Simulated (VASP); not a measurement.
Input of a VASP 6.6.1 run:

The input INCAR:

```
  PREC = Accurate
  ENCUT = 500
  EDIFF = 1E-6
  ISMEAR = -1
  SIGMA = 0.05
  LREAL = Auto
  LASPH = True
  NELM = 120
  ALGO = Normal
  ISIF = 2
  LWAVE = False
  LCHARG = True
  GGA = PS
  LELF = True
  LVHAR = True
  NBANDS = 191
  ISYM = -1
  GGA_COMPAT = False
```

The input KPOINTS:

```
explicit points
1
Reciprocal
  0.25000000   0.25000000   0.25000000 1
```

Contents of POSCAR:

```
Mg11Zn5Si16P32
1.0
   11.2299090000     -0.0000640000     -0.0000140000
   -0.0000640000     11.2299090000     -0.0000140000
   -0.0000120000     -0.0000120000     10.1947370000
Mg Zn Si P
11 5 16 32
Direct
    0.0041510000      0.9978110000      0.9993420000
    0.9984630000      0.5034200000      0.0006900000
    0.4997430000      0.9952080000      0.0000620000
    0.5012880000      0.5008560000      0.0008390000
    0.0020140000      0.2504730000      0.2509450000
    0.4996050000      0.2510130000      0.2473060000
    0.2527150000      0.0007560000      0.7464000000
    0.2483910000      0.4959370000      0.7518090000
    0.7502720000      0.5008340000      0.7525020000
    0.7487420000      0.2507110000      0.5009680000
    0.7520370000      0.7504010000      0.4978080000
    0.0011580000      0.7508110000      0.2518110000
    0.4996070000      0.7502730000      0.2471790000
    0.7529320000      0.9957500000      0.7549440000
    0.2467770000      0.2469500000      0.5007820000
    0.2541930000      0.7505880000      0.5021720000
    0.9990850000      0.9973620000      0.5032610000
    0.9981370000      0.5005130000      0.5021380000
    0.5015660000      0.9966930000      0.4991580000
    0.5004470000      0.5009340000      0.4995420000
    0.2511120000      0.9994570000      0.2477380000
    0.2516550000      0.4985510000      0.2489970000
    0.7487290000      0.9972770000      0.2464180000
    0.7499550000      0.4995030000      0.2505410000
    0.2492850000      0.2459930000      0.0012140000
    0.2502150000      0.7496470000      0.0002160000
    0.7519490000      0.2522530000      0.9995540000
    0.7466310000      0.7503830000      0.9983330000
    0.9978090000      0.2499000000      0.7506260000
    0.9994800000      0.7515080000      0.7463830000
    0.5007660000      0.2499950000      0.7510440000
    0.4992320000      0.7525810000      0.7495730000
    0.1414120000      0.1259320000      0.1236520000
    0.1421310000      0.6225050000      0.1270110000
    0.6385370000      0.1260430000      0.1248430000
    0.6397830000      0.6233920000      0.1237970000
    0.1099900000      0.1282520000      0.6262070000
    0.1097130000      0.6278440000      0.6283140000
    0.6088680000      0.1270890000      0.6228640000
    0.6098300000      0.6250890000      0.6235360000
    0.3599160000      0.3734570000      0.1254900000
    0.3585680000      0.8731550000      0.1242640000
    0.8590620000      0.3721330000      0.1245810000
    0.8587120000      0.8749760000      0.1247460000
    0.3736080000      0.1092990000      0.3710740000
    0.3727890000      0.6086450000      0.3762230000
    0.8748780000      0.1054590000      0.3711520000
    0.8761810000      0.6059550000      0.3726250000
    0.1232840000      0.3899310000      0.3781700000
    0.1280730000      0.8901550000      0.3738660000
    0.6228140000      0.3909120000      0.3728900000
    0.6245460000      0.8912010000      0.3785210000
    0.1285890000      0.3578230000      0.8723080000
    0.1253040000      0.8581700000      0.8729580000
    0.6231150000      0.3576890000      0.8733850000
    0.6249350000      0.8571140000      0.8743270000
    0.3916950000      0.3766780000      0.6255480000
    0.3925220000      0.8742010000      0.6279470000
    0.8908360000      0.3754930000      0.6247100000
    0.8930430000      0.8721350000      0.6259610000
    0.3745910000      0.1418960000      0.8724340000
    0.3721120000      0.6430660000      0.8745600000
    0.8764470000      0.1430810000      0.8755270000
    0.8778970000      0.6413360000      0.8746560000
```

Potentials or basis: VASP PAW PBE potentials, release 64 (Mg, Zn, Si, P).

Launch:

```sh
$ cat potpaw_PBE.64/Mg/POTCAR potpaw_PBE.64/Zn/POTCAR potpaw_PBE.64/Si/POTCAR potpaw_PBE.64/P/POTCAR > POTCAR
$ mpirun -np 1 vasp_std > vasp.out
```

(1) Predict the pressure.

(2) What does it give for the band gap on the k mesh?

## Answers

(1) 0.3 GPa.

(2) 1.79 eV.

Caveat: the PAW data sets were made with another functional, which shifts forces and pressure a little; a shifted mesh leaves out Γ, where band edges can lie.
